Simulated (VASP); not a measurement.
# TiO2 (R-3m) in VASP: further runs, part 2 of 2

VASP 6.6.1. Earlier steps stand in the parts before.

## (3) Single point, PBE+D3(BJ), collinear spin

This run uses another cell than the first one, of 12.74 Å³/atom.

INCAR reads:

```
SYSTEM = TiO2
  PREC = Accurate
  ENCUT = 520
  EDIFF = 1E-6
  ISMEAR = 0
  SIGMA = 0.1
  LREAL = .False.
  LASPH = .True.
  NELM = 150
  ALGO = Normal
  ISIF = 2
  LWAVE = .False.
  LCHARG = .True.
  ISPIN = 2
  MAGMOM = 1 0 0
  LORBIT = 11
  LMAXMIX = 4
  GGA = PE
  IVDW = 12
  LELF = .True.
  LVHAR = .True.
  NBANDS = 23
```

KPOINTS reads:

```
Automatic mesh
0
Gamma
  6 6 6
  0 0 0
```

POSCAR reads:

```
TiO2
1.0
    1.5065914300      0.8698309700      4.8623648700
   -1.5065914300      0.8698309700      4.8623648700
    0.0000000000     -1.7396619400      4.8623648700
Ti O
1 2
Direct
    0.0000000000      0.0000000000      0.0000000000
    0.5894626400      0.5894626400      0.5894626400
    0.4105373600      0.4105373600      0.4105373600
```

Potentials or basis: VASP PAW PBE potentials, release 64 (Ti_sv, O).

The run is started by

```sh
$ cat potpaw_PBE.64/Ti_sv/POTCAR potpaw_PBE.64/O/POTCAR > POTCAR
$ mpirun -np 1 vasp_std > vasp.out
```

OUTCAR:

```text
SYSTEM = TiO2
   PREC = Accurate
   ENCUT = 520
   EDIFF = 1E-6
   ISMEAR = 0
   LREAL = .False.
   LASPH = .True.
   NELM = 150
   ISIF = 2
   ISPIN = 2
   LORBIT = 11
   GGA = PE
   IVDW = 12
 IVDW          = 12

 ion  position               nearest neighbor table
   1  0.000  0.000  0.000-   2 2.07   2 2.07   3 2.07   3 2.07   2 2.07   3 2.07
   2  0.589  0.589  0.589-   1 2.07   1 2.07   1 2.07
   3  0.411  0.411  0.411-   1 2.07   1 2.07   1 2.07

  LATTYP: Found a trigonal (rhomboedric) cell.
 ALAT       =     5.1642052421
 COS(alpha) =     0.8297786642

  Lattice vectors:

 A1 = (   1.5065914300,   0.8698309700,   4.8623648700)
[... 1475 lines left out ...]
  energy-cutoff  :      520.00
  volume of cell :       38.23
      direct lattice vectors                 reciprocal lattice vectors
     1.506591430  0.869830970  4.862364870     0.331874980  0.191608108  0.068553747
    -1.506591430  0.869830970  4.862364870    -0.331874980  0.191608108  0.068553747
     0.000000000 -1.739661940  4.862364870     0.000000000 -0.383216217  0.068553747

 POSITION                                       TOTAL-FORCE (eV/Angst)
 -----------------------------------------------------------------------------------
      0.00000      0.00000      0.00000         0.000000     -0.000000      0.000000
      0.00000      0.00000      8.59855         0.000000      0.000000      3.037168
      0.00000      0.00000      5.98855         0.000000      0.000000     -3.037168
 -----------------------------------------------------------------------------------
    total drift:                                0.000000      0.000000     -0.000000

  FREE ENERGIE OF THE ION-ELECTRON SYSTEM (eV)
  ---------------------------------------------------
  free  energy   TOTEN  =       -26.4949124981 eV

  energy  without entropy=      -26.4949124981  energy(sigma->0) =      -26.49491250

 total charge

# of ion       s       p       d       tot
------------------------------------------
    1        2.187   6.223   1.658  10.068
    2        1.581   3.366   0.000   4.947
    3        1.581   3.366   0.000   4.947
--------------------------------------------------
tot          5.349  12.955   1.658  19.962

 magnetization (x)

# of ion       s       p       d       tot
------------------------------------------
    1       -0.000   0.000  -0.000  -0.000
    2       -0.000   0.000   0.000   0.000
    3       -0.000   0.000   0.000   0.000
--------------------------------------------------
tot         -0.000   0.000  -0.000  -0.000
```

OSZICAR:

```text
N       E                     dE             d eps       ncg     rms          rms(c)
DAV:   1     0.239767610242E+03    0.23977E+03   -0.11887E+04  2944   0.113E+03
DAV:   2    -0.144078462609E+02   -0.25418E+03   -0.23753E+03  3221   0.346E+02
DAV:   3    -0.336604070134E+02   -0.19253E+02   -0.19049E+02  3761   0.989E+01
DAV:   4    -0.342048318047E+02   -0.54442E+00   -0.54374E+00  3214   0.160E+01
DAV:   5    -0.342179845253E+02   -0.13153E-01   -0.13152E-01  3623   0.244E+00    0.205E+01
DAV:   6    -0.278751174649E+02    0.63429E+01   -0.44818E+01  3698   0.599E+01    0.151E+01
DAV:   7    -0.265465433419E+02    0.13286E+01   -0.26329E+01  3412   0.354E+01    0.727E+00
DAV:   8    -0.261702326342E+02    0.37631E+00   -0.88561E-01  3406   0.752E+00    0.479E+00
DAV:   9    -0.260530290398E+02    0.11720E+00   -0.24611E+00  3393   0.127E+01    0.360E+00
DAV:  10    -0.259105378670E+02    0.14249E+00   -0.53392E-01  3326   0.535E+00    0.712E-01
DAV:  11    -0.259097145563E+02    0.82331E-03   -0.20225E-02  3525   0.110E+00    0.356E-01
DAV:  12    -0.259089249344E+02    0.78962E-03   -0.35886E-03  3154   0.571E-01    0.140E-01
DAV:  13    -0.259088864350E+02    0.38499E-04   -0.61650E-04  3666   0.166E-01    0.273E-02
DAV:  14    -0.259088879872E+02   -0.15522E-05   -0.41357E-05  3385   0.596E-02    0.286E-02
DAV:  15    -0.259088958801E+02   -0.78929E-05   -0.47054E-05  3133   0.588E-02    0.244E-02
DAV:  16    -0.259088898302E+02    0.60499E-05   -0.17072E-05  3179   0.338E-02    0.889E-03
DAV:  17    -0.259088889502E+02    0.87997E-06   -0.35691E-06  3050   0.148E-02
   1 F= -.26494912E+02 E0= -.26494912E+02  d E =-.825262E-21  mag=    -0.0000
```

It took 85 s on 1 thread of Intel Xeon 6975P-C (Granite Rapids), shared host; peak memory 0.31 GiB.

What came out:

```yaml
Free_energy: -26.4949 eV
Pressure: -19.7 GPa
Largest_force: 3.037 eV/Å
Band_gap_on_the_k_mesh: 1.71 eV (least direct gap 2.05 eV)
Net_moment: 0.00 μB per cell
Valence_electrons_inside_the_program's_atomic_spheres: Ti 10.07; O 4.95
Dispersion_energy_per_atom: -0.195 eV
```

Forces in eV/Å, atoms in the order of the input:
```
Ti   0.000  0.000  0.000
O    0.000  0.000  3.037
O    0.000  0.000 -3.037
```

Levels at points of the mesh, in eV from the valence-band top:
Spin up:
| k point | band 9 | band 10 | band 11 | band 12 | band 13 | band 14 | band 15 | band 16 |
| --- | --- | --- | --- | --- | --- | --- | --- | --- |
| (0.00, 0.00, 0.00) | -3.07 | -0.60 | -0.60 | -0.08 | 1.97 | 1.97 | 2.90 | 5.15 |
| (0.50, 0.00, 0.00) | -2.79 | -1.89 | -1.58 | -1.21 | 1.83 | 3.03 | 3.22 | 5.21 |
| (0.50, 0.50, 0.00) | -2.68 | -2.63 | -1.38 | -0.67 | 1.71 | 3.03 | 3.21 | 4.97 |
| (0.50, 0.50, 0.50) | -3.14 | -1.77 | -0.45 | -0.45 | 1.97 | 1.97 | 3.25 | 5.05 |
Spin down:
```tsv
k point	band 8	band 9	band 10	band 11	band 12	band 13	band 14	band 15	band 16	band 17
(0.00, 0.00, 0.00)	-3.07	-3.07	-0.60	-0.60	-0.08	1.97	1.97	2.90	5.15	5.15
(0.50, 0.00, 0.00)	-2.84	-2.79	-1.89	-1.58	-1.21	1.83	3.03	3.22	5.21	5.24
(0.50, 0.50, 0.00)	-2.94	-2.68	-2.63	-1.38	-0.67	1.71	3.03	3.21	4.97	5.31
(0.50, 0.50, 0.50)	-3.14	-3.14	-1.77	-0.45	-0.45	1.97	1.97	3.25	5.05	5.05
```

Caveat: the cell stands under tension; forces of over 1 eV/Å act on the atoms, so gaps and moduli don't describe the material at rest.

## (4) Single point, PBE+D3(BJ)

This run uses another cell than the first one: it holds 6 atoms, not 3.

INCAR reads:

```
PREC = Accurate ; ENCUT = 520
EDIFF = 1E-7 ; ISMEAR = 0
SIGMA = 0.1 ; LREAL = False
LASPH = True ; NELM = 100
ALGO = Normal ; ISIF = 2
LWAVE = False ; LCHARG = True
GGA = PE ; IVDW = 12
LELF = True ; LVHAR = True
NBANDS = 33
```

KPOINTS reads:

```
regular mesh
0
Gamma
  6 4 6
```

POSCAR reads:

```
TiO2
1.0
    1.4863525209     -2.5744380842      0.0000000000
   -4.4590575627     -2.5744380842      0.0000000000
    0.0000000000      1.7162920561     -4.8613140613
Ti O
2 4
Direct
    0.5000000000      0.5000000000      0.0000000000
    0.0000000000      0.0000000000      0.0000000000
    0.0995005546      0.6998335182      0.1990011092
    0.5995005546      0.1998335182      0.1990011092
    0.4004994454      0.8001664818      0.8009988908
    0.9004994454      0.3001664818      0.8009988908
```

Potentials or basis: VASP PAW PBE potentials, release 64 (Ti_sv, O).

The run is started by

```sh
$ cat potpaw_PBE.64/Ti_sv/POTCAR potpaw_PBE.64/O/POTCAR > POTCAR
$ mpirun -np 1 vasp_std > vasp.out
```

OUTCAR:

```text
PREC = Accurate
   ENCUT = 520
   EDIFF = 1E-7
   ISMEAR = 0
   LREAL = False
   LASPH = True
   NELM = 100
   ISIF = 2
   GGA = PE
   IVDW = 12
 IVDW          = 12

 ion  position               nearest neighbor table
   1  0.500  0.500  0.000-   4 1.97   5 1.97   3 1.97   6 1.97   3 1.97   6 1.97
   2  0.000  0.000  0.000-   3 1.97   6 1.97   5 1.97   4 1.97   4 1.97   5 1.97
   3  0.100  0.700  0.199-   2 1.97   1 1.97   1 1.97
   4  0.600  0.200  0.199-   1 1.97   2 1.97   2 1.97
   5  0.400  0.800  0.801-   1 1.97   2 1.97   2 1.97
   6  0.900  0.300  0.801-   2 1.97   1 1.97   1 1.97

  LATTYP: Found a base centered monoclinic cell.
 ALAT       =     9.8729507257
 B/A-ratio  =     0.3010959058
 C/A-ratio  =     0.5215134068
 COS(beta)  =    -0.1738378023

  Lattice vectors:

 A1 = (   0.0000000000,   1.7162920561,  -4.8613140613)
 A2 = (   1.4863525209,  -0.8581460281,  -4.8613140613)
 A3 = (  -4.4590575627,  -2.5744380842,   0.0000000000)

Analysis of symmetry for initial positions (statically):
[... 201 lines left out ...]
 cond. band min:       4.8926515629   @ k =   0.0000   0.0000   0.0000
 fundamental gap:      2.4763771862
 Fermi energy:         3.0360134007

 k-point     1 :       0.0000    0.0000    0.0000
  band No.  band energies     occupation
      1     -54.1450      2.00000
      2     -54.0691      2.00000
      3     -30.7326      2.00000
      4     -30.4152      2.00000
      5     -30.2756      2.00000
      6     -30.2391      2.00000
[... 853 lines left out ...]
     32       8.4790      0.00000
     33       8.6694      0.00000

 [... further k-points ...]

------------------------ aborting loop because EDIFF is reached ----------------------------------------

 Edisp (eV)   -1.20051

 E8    (eV) :    -0.4673

  FORCE on cell =-STRESS in cart. coord.  units (eV):
  Direction    XX          YY          ZZ          XY          YZ          ZX
  --------------------------------------------------------------------------------------
  -------------------------------------------------------------------------------------
  Total       0.38406     0.39063     0.16302    -0.00569     0.00066     0.00113
  in kB       8.26974     8.41128     3.51028    -0.12257     0.01410     0.02443
  external pressure =        6.73 kB  Pullay stress =        0.00 kB

 VOLUME and BASIS-vectors are now :
 -----------------------------------------------------------------------------
  energy-cutoff  :      520.00
  volume of cell :       74.41
      direct lattice vectors                 reciprocal lattice vectors
     1.486352521 -2.574438084  0.000000000     0.168196976 -0.291325709 -0.102852849
    -4.459057563 -2.574438084  0.000000000    -0.168196976 -0.097108570 -0.034284283
     0.000000000  1.716292056 -4.861314061     0.000000000  0.000000000 -0.205705698

 POSITION                                       TOTAL-FORCE (eV/Angst)
 -----------------------------------------------------------------------------------
     -1.48635     -2.57444      0.00000        -0.000000     -0.000000     -0.000000
      0.00000      0.00000      0.00000        -0.000000     -0.000000     -0.000000
     -2.97271     -1.71629     -0.96741        -0.000171     -0.000098     -0.060397
     -0.00000     -1.71629     -0.96741        -0.000171     -0.000098     -0.060397
     -2.97271     -1.71629     -3.89391         0.000171      0.000098      0.060397
      0.00000     -1.71629     -3.89391         0.000171      0.000098      0.060397
 -----------------------------------------------------------------------------------
    total drift:                                0.000000     -0.000000      0.000000

  FREE ENERGIE OF THE ION-ELECTRON SYSTEM (eV)
  ---------------------------------------------------
  free  energy   TOTEN  =       -54.1057103091 eV

  energy  without entropy=      -54.1057103091  energy(sigma->0) =      -54.10571031
```

OSZICAR:

```text
N       E                     dE             d eps       ncg     rms          rms(c)
DAV:   1     0.659289696208E+03    0.65929E+03   -0.24306E+04  3102   0.166E+03
DAV:   2     0.303291612840E+02   -0.62896E+03   -0.58212E+03  3482   0.498E+02
DAV:   3    -0.642123064735E+02   -0.94541E+02   -0.92781E+02  4219   0.188E+02
[... 10 lines left out ...]
DAV:  14    -0.529051957334E+02    0.20710E-03   -0.50650E-04  4255   0.271E-01    0.106E-02
DAV:  15    -0.529051983662E+02   -0.26328E-05   -0.26769E-05  4220   0.390E-02    0.102E-02
DAV:  16    -0.529051990891E+02   -0.72287E-06   -0.14019E-06  3970   0.872E-03    0.903E-03
DAV:  17    -0.529051992178E+02   -0.12876E-06   -0.13611E-06  4304   0.137E-02    0.179E-03
DAV:  18    -0.529051993703E+02   -0.15247E-06   -0.15811E-07  2819   0.369E-03    0.316E-04
DAV:  19    -0.529051993627E+02    0.76170E-08   -0.49752E-08  2346   0.153E-03
   1 F= -.54105710E+02 E0= -.54105710E+02  d E =-.696980E-19
```

stdout:

```text
POSCAR found type information on POSCAR TiO
 POSCAR found :  2 types and       6 ions
 scaLAPACK will be used
 LDA part: xc-table for (Slater+PW92), standard interpolation
 POSCAR, INCAR and KPOINTS ok, starting setup
 FFT: planning ... GRIDC
 FFT: planning ... GRID_SOFT
 FFT: planning ... GRID
 WAVECAR not read
 entering main loop
```

Wall time 56 s (1 thread of Intel Xeon 6975P-C (Granite Rapids), shared host); peak memory 0.24 GiB.

Results:

| Property | Result |
| --- | --- |
| Free energy | -54.1057 eV |
| Pressure | 0.7 GPa |
| Largest force | 0.060 eV/Å |
| Band gap on the k mesh | 2.48 eV |
| Dispersion energy per atom | -0.200 eV |

Forces on the atoms (eV/Å):
```
Ti   0.000  0.000  0.000
Ti   0.000  0.000  0.000
O    0.000  0.000 -0.060
O    0.000  0.000 -0.060
O    0.000  0.000  0.060
O    0.000  0.000  0.060
```

Levels at points of the mesh, in eV from the valence-band top:
```csv
k point,band 22,band 23,band 24,band 25,band 26,band 27
"(0.00, 0.00, 0.00)",-0.47,-0.47,-0.32,2.48,2.48,2.73
"(0.50, 0.00, 0.00)",-1.83,-0.77,-0.77,2.98,2.98,3.60
"(0.00, 0.50, 0.00)",-1.27,-0.04,-0.04,2.90,2.90,3.35
"(0.50, 0.50, 0.00)",-1.41,-1.13,-0.66,2.69,2.73,3.55
"(0.00, 0.00, 0.50)",-0.66,-0.40,-0.40,2.48,2.48,2.69
"(0.00, 0.50, 0.50)",-1.24,-0.53,-0.53,2.83,2.83,3.35
```

A k mesh can miss the band edges.

## (5) Summary

| spin | cell | k mesh | gap on the mesh (eV) | pressure (GPa) | moment (μB) | largest force (eV/Å) |
| --- | --- | --- | --- | --- | --- | --- |
| collinear | a = 5.150 Å, angles 33.6°, 3 atoms, atomic positions A | 6 × 6 × 6 | 2.47 | 0.4 | 0.00 | 0.04 |
| collinear | a = 5.164 Å, angles 33.9°, 3 atoms, atomic positions B | 6 × 6 × 6 | 1.71 | -19.7 | 0.00 | 3.04 |
| off | a = 2.973, b = 5.149, c = 5.155 Å, angles 99.6, 106.8, 90.0°, 6 atoms, atomic positions C | 6 × 4 × 6 | 2.48 | 0.7 | - | 0.06 |

Alike in all rows: task single point; level PBE+D3(BJ); potentials or basis VASP PAW PBE potentials, release 64 (Ti_sv, O); cutoff (eV) 520; smearing gaussian 0.1 eV.

Caveats: the cell stands under tension (at least some runs); forces of over 1 eV/Å act on the atoms, so gaps and moduli don't describe the material at rest (at least some runs).

Absolute energies hang on the potentials; compare differences alone.
